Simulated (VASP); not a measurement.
# NaH in VASP: further runs, part 2 of 3

VASP 6.6.1.

**3. Electric field gradients, PBE (atom 1 (Na) moved by [0.084853, 0.084853, 0.0] A)**

Input file INCAR:

```
SYSTEM = NaH
PREC     = Accurate       ! precision mode
ENCUT    = 520            ! plane-wave cutoff, eV
EDIFF    = 1E-8           ! SCF threshold, eV
ISMEAR   = -1             ! smearing method
SIGMA    = 0.02           ! smearing width, eV
LREAL    = .FALSE.        ! projectors in reciprocal space
LASPH    = .TRUE.         ! aspherical terms in the spheres
NELM     = 80             ! most SCF steps
ALGO     = Normal         ! electronic algorithm
ISIF     = 2              ! what is computed and relaxed
LWAVE    = .FALSE.        ! write WAVECAR
LCHARG   = .FALSE.        ! write CHGCAR
GGA      = PE             ! functional
LEFG     = .TRUE.       
NBANDS   = 11             ! bands
```

Input file KPOINTS:

```
Automatic mesh
0
G
  9 9 9
  0 0 0
```

Input file POSCAR:

```
NaH
1.0
    0.0000000000      2.4400000000      2.4400000000
    2.4400000000      0.0000000000      2.4400000000
    2.4400000000      2.4400000000      0.0000000000
Na H
1 1
Direct
    0.0000000000      0.0000000000      0.0347758197
    0.5000000000      0.5000000000      0.5000000000
```

Potentials or basis: VASP PAW PBE potentials, release 64 (Na_pv, H).

On the command line:

```bash
$ cat potpaw_PBE.64/Na_pv/POTCAR potpaw_PBE.64/H/POTCAR > POTCAR
$ mpirun -np 1 vasp_std > vasp.out
```

OUTCAR:

```text
SYSTEM = NaH
   PREC = Accurate
   ENCUT = 520
   EDIFF = 1E-8
   ISMEAR = -1
   LREAL = .FALSE.
   LASPH = .TRUE.
   NELM = 80
   ISIF = 2
   GGA = PE

 ion  position               nearest neighbor table
   1  0.000  0.000  0.035-
   2  0.500  0.500  0.500-

  LATTYP: Found a face centered cubic cell.
 ALAT       =     4.8800000000

  Lattice vectors:

 A1 = (   0.0000000000,   2.4400000000,   2.4400000000)
 A2 = (   2.4400000000,   0.0000000000,   2.4400000000)
 A3 = (   2.4400000000,   2.4400000000,   0.0000000000)

Analysis of symmetry for initial positions (statically):
=====================================================================
 Subroutine PRICEL returns:
 Original cell was already a primitive cell.

 Routine SETGRP: Setting up the symmetry group for a
 face centered cubic supercell.

 Subroutine GETGRP returns: Found  4 space group operations
 (whereof  4 operations were pure point group operations)
 out of a pool of 48 trial point group operations.

The static configuration has the point symmetry C_2v.

Analysis of symmetry for dynamics (positions and initial velocities):
=====================================================================
 Subroutine PRICEL returns:
 Original cell was already a primitive cell.

 Routine SETGRP: Setting up the symmetry group for a
 face centered cubic supercell.

 Subroutine GETGRP returns: Found  4 space group operations
 (whereof  4 operations were pure point group operations)
 out of a pool of 48 trial point group operations.

The dynamic configuration has the point symmetry C_2v.

 Subroutine INISYM returns: Found  4 space group operations
 (whereof  4 operations are pure point group operations),
 and found     1 'primitive' translations

----------------------------------------------------------------------------------------

                                     Primitive cell

  volume of cell :      29.0536

  direct lattice vectors                    reciprocal lattice vectors
     0.000000000  2.440000000  2.440000000    -0.204918033  0.204918033  0.204918033
     2.440000000  0.000000000  2.440000000     0.204918033 -0.204918033  0.204918033
     2.440000000  2.440000000  0.000000000     0.204918033  0.204918033 -0.204918033

  length of vectors
     3.450681092  3.450681092  3.450681092     0.354928444  0.354928444  0.354928444

  position of ions in fractional coordinates (direct lattice)
     0.000000000  0.000000000  0.034775820
     0.500000000  0.500000000  0.500000000

  ion indices of the primitive-cell ions
   primitive index   ion index
                 1           1
                 2           2

----------------------------------------------------------------------------------------

 KPOINTS: Automatic mesh

Automatic generation of k-mesh.
 Grid dimensions read from file:
[... 73 lines left out ...]
   POTIM  = 0.5000    time-step for ionic-motion
   TEBEG  =    0.0;   TEEND  =   0.0 temperature during run
   PSTRESS=    0.0 pullay stress
   NELECT =       8.0000    total number of electrons
   NUPDOWN=      -1.0000    fix difference up-down
   EMIN   =  10.00;   EMAX   =-10.00  energy-range for DOS
   EFERMI =   0.00;   METHOD = LEGACY
   ISMEAR =    -1;   SIGMA  =   0.02  broadening in eV -4-tet -1-fermi 0-gaus
   EFERMI_NEDOS =   21; number of points for ismear=-14 and -15
   IALGO  =     38    algorithm
   IMIX   =      4    mixing-type and parameters
     AMIX     =   0.40;   BMIX     =  1.00
     AMIX_MAG =   1.60;   BMIX_MAG =  1.00
  volume/ion in A,a.u.               =      14.53        98.03
  Fermi-wavevector in a.u.,A,eV,Ry     =   1.065054  2.012660 15.433636  1.134340
  Thomas-Fermi vector in A             =   2.200593
   LORBIT       =      0    0 simple, 1 ext, 2 COOP (PROOUT), +10 PAW based schemes
   GGA     = PE    functional components
   LHFCALC =     F    Hartree Fock is set to
   AEXX    =    0.0000 exact exchange contribution
   IVDW    =     0    specifies the selected vdW correction
   LEPSILON=     F    determine dielectric tensor
   LRPA    =     F    only Hartree local field effects (RPA)
 non-spin polarized calculation
  energy-cutoff  :      520.00
  volume of cell :       29.05
 maximum number of plane-waves:       797
 NGX is ok and might be reduce to    28
   NGX = 13   NGY = 13   NGZ = 13

 number of electron       8.0000008 magnetization

 Free energy of the ion-electron system (eV)
  ---------------------------------------------------
  ext. energy  EPLUGINS =         0.00000000
  ---------------------------------------------------
  free energy    TOTEN  =        -5.08046352 eV

  energy without entropy =       -5.08046352  energy(sigma->0) =       -5.08046352

 E-fermi :  -0.8040     XC(G=0):  -7.6695

 val. band max:       -1.2665788042   @ k =   0.4444   0.3333  -0.2222
 cond. band min:       2.7361305710   @ k =   0.1111   0.0000  -0.4444
 fundamental gap:      4.0027093752
 Fermi energy:        -0.8040160687

 k-point     1 :       0.0000    0.0000    0.0000
  band No.  band energies     occupation
      1     -23.3560      2.00000
      2     -23.3556      2.00000
      3     -23.3539      2.00000
      4      -4.7389      2.00000
      5       8.9306      0.00000
      6      14.1245      0.00000
      7      14.1258      0.00000
      8      14.1814      0.00000
      9      14.9706      0.00000
     10      15.0384      0.00000
     11      15.0902      0.00000
[... 309 lines left out ...]
 k-point    24 :      -0.4444    0.1111    0.0000
  band No.  band energies     occupation
      1     -23.4352      2.00000
      2     -23.3722      2.00000
      3     -23.3677      2.00000
      4      -1.9591      2.00000
      5       2.7448      0.00000
      6       8.1268      0.00000
      7      11.4918      0.00000
      8      12.3853      0.00000
      9      14.7673      0.00000
     10      15.7031      0.00000
     11      18.9157      0.00000

 [... further k-points ...]
[... 5 lines left out ...]
  --------------------------------------------------------------------------------------
  -------------------------------------------------------------------------------------
  Total       -0.0916565     -0.0916565     -0.1306418     -0.0077338      0.0000000      0.0000000
  in kB       -5.0544535     -5.0544535     -7.2043244     -0.4264841      0.0000000      0.0000000
  external PRESSURE =      -5.7710771 kB  Pullay stress =       0.0000000 kB

 VOLUME and BASIS-vectors are now :
 -----------------------------------------------------------------------------
  energy-cutoff  :      520.00
  volume of cell :       29.05
      direct lattice vectors                 reciprocal lattice vectors
     0.000000000  2.440000000  2.440000000    -0.204918033  0.204918033  0.204918033
     2.440000000  0.000000000  2.440000000     0.204918033 -0.204918033  0.204918033
     2.440000000  2.440000000  0.000000000     0.204918033  0.204918033 -0.204918033

 POSITION                                       TOTAL-FORCE (eV/Angst)
 -----------------------------------------------------------------------------------
      0.08485      0.08485      0.00000        -0.066054     -0.066054      0.000000
      2.44000      2.44000      2.44000         0.066054      0.066054     -0.000000
 -----------------------------------------------------------------------------------
    total drift:                                0.000154      0.000154     -0.000000

  FREE ENERGIE OF THE ION-ELECTRON SYSTEM (eV)
  ---------------------------------------------------
  free  energy   TOTEN  =        -5.0804635151 eV

  energy  without entropy=       -5.0804635151  energy(sigma->0) =       -5.08046352

 Electric field gradients (V/A^2)
---------------------------------------------------------------------
 ion       V_xx      V_yy      V_zz      V_xy      V_xz      V_yz
---------------------------------------------------------------------
   1      -0.184    -0.184     0.367     0.428     0.001     0.001
   2       0.026     0.026    -0.051    -0.039     0.001     0.001
---------------------------------------------------------------------

 Electric field gradients after diagonalization (V/A^2)
 (convention: |V_zz| > |V_xx| > |V_yy|)
----------------------------------------------------------------------
 ion       V_xx      V_yy      V_zz     asymmetry (V_yy - V_xx)/ V_zz
----------------------------------------------------------------------
   1       0.368     0.244    -0.612       0.201
   2      -0.051    -0.013     0.064       0.589
----------------------------------------------------------------------

           NMR quadrupolar parameters

 Cq : quadrupolar parameter    Cq=e*Q*V_zz/h
 eta: asymmetry parameters     (V_yy - V_xx)/ V_zz
 Q  : nuclear electric quadrupole moment in mb (millibarn)
----------------------------------------------------------------------
 ion       Cq(MHz)       eta       Q (mb)
----------------------------------------------------------------------
   1      -0.001       0.201       1.000
   2       0.000       0.589       1.000
----------------------------------------------------------------------
```

It took 29 s on 1 thread of Intel Xeon 6975P-C (Granite Rapids), shared host; peak memory 0.16 GiB.

Results:

| Quantity | Value |
| --- | --- |
| Free energy | -5.0805 eV |
| Pressure | -0.6 GPa |
| Largest force | 0.093 eV/Å |
| Band gap on the k mesh | 4.00 eV, indirect (least direct gap 4.69 eV) |

Forces on the atoms (eV/Å):
```
Na  -0.066 -0.066  0.000
H    0.066  0.066  0.000
```

Electric field gradients, principal values (V/Å²):
```csv
atom,least,middle,greatest (by size)
1 Na,0.244,0.368,-0.612
2 H,-0.013,-0.051,0.064
```

Caveat: the cell differs from its parent crystal (atom 1 (Na) moved by [0.084853, 0.084853, 0.0] A); without QUAD_EFG the Cq values of the log hold for a quadrupole moment of 1 mb, not for the nuclei.

(Continued in part 3 of 3.)
